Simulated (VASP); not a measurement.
## Al8N7 (a cell with a defect): single point with LDA

System: Al8N7 (a cell with a defect).

```
CELL_PARAMETERS angstrom
-4.01092 4.01092 0.00000
-4.01092 0.00000 4.01092
0.00000 4.01092 4.01092
ATOMIC_POSITIONS crystal
Al 0.75000 0.75000 0.75000
Al 0.25000 0.75000 0.75000
Al 0.75000 0.25000 0.75000
Al 0.75000 0.75000 0.25000
Al 0.25000 0.25000 0.75000
Al 0.25000 0.75000 0.25000
Al 0.75000 0.25000 0.25000
Al 0.25000 0.25000 0.25000
N 0.35925 0.95325 0.45325
N 0.00000 0.50000 0.50000
N 0.00000 0.00000 0.00000
N 0.50000 0.50000 0.50000
N 0.50000 0.00000 0.00000
N 0.00000 0.50000 0.00000
N 0.50000 0.50000 0.00000
```

This cell differs from its parent crystal: atoms taken out, atom 9 moved 0.375 of the way to it and -0.375 Å across, host rigid.

```
Program                : VASP 6.6.1
Task                   : single point
Functional             : LDA
Potentials or basis    : VASP PAW LDA potentials, release 64 (Al, N)
Cutoff                 : 520 eV
k mesh                 : 4 × 4 × 4
Occupations            : gaussian, width 0.05 eV
Spin                   : no spin polarisation
Dipole correction      : no
Charge                 : 3
Further INCAR settings : LREAL = Auto; ALGO = Normal; EDIFF = 1e-06; NBANDS = 42; NELECT = 56.0
```

The largest force is 15.340 eV/Å.

Forces in eV/Å, atoms in the order of the input:
```
Al    3.186   2.355   0.060
Al   11.999   9.033   3.119
Al    0.193  -0.193   3.083
Al    0.305  -0.305  -2.083
Al    0.133  -0.133   1.995
Al   -0.272   0.272  -2.943
Al   -2.355  -3.186   0.060
Al   -9.033 -11.999   3.119
N    -4.951   4.951  -1.710
N    -0.297  -0.411   0.893
N     0.411   0.297   0.893
N     1.750   0.955  -3.204
N    -0.955  -1.750  -3.204
N    -0.053   0.053  -0.024
N    -0.060   0.060  -0.055
```

Levels at points of the mesh, in eV from the Fermi level:
| k point | band 24 | band 25 | band 26 | band 27 | band 28 | band 29 | band 30 | band 31 | band 32 | band 33 |
| --- | --- | --- | --- | --- | --- | --- | --- | --- | --- | --- |
| (0.00, 0.00, 0.00) | -0.97 | -0.68 | -0.53 | -0.30 | 0.08 | 0.15 | 2.75 | 5.42 | 5.67 | 5.79 |
| (0.50, 0.00, 0.00) | -1.29 | -1.03 | -0.85 | -0.74 | -0.57 | 0.49 | 2.03 | 4.35 | 5.09 | 5.44 |
| (0.00, 0.50, 0.00) | -1.52 | -1.24 | -0.42 | -0.16 | -0.08 | 0.03 | 2.15 | 3.81 | 4.64 | 5.49 |
| (0.50, 0.50, 0.50) | -1.39 | -1.00 | -0.83 | -0.64 | -0.54 | 0.59 | 2.11 | 3.77 | 5.45 | 6.66 |
| (0.50, 0.50, 0.00) | -1.03 | -0.96 | -0.89 | -0.85 | -0.04 | 0.81 | 2.32 | 3.40 | 4.38 | 5.17 |
| (0.00, 0.50, 0.50) | -1.33 | -1.32 | -1.01 | -0.68 | -0.55 | 0.10 | 1.69 | 4.25 | 4.93 | 5.16 |

It took 4.4 min on 1 thread of Intel(R) Xeon(R) Platinum 8488C (Sapphire Rapids), with other jobs on the host, peak memory 0.24 GiB.

Caveat: the cell carries a net charge on a neutralising background, which shifts energy and pressure; the cell differs from its parent crystal (atoms taken out, atom 9 moved 0.375 of the way to it and -0.375 Å across, host rigid); the cell is charged against a uniform background, so pressure and absolute levels hang on convention.
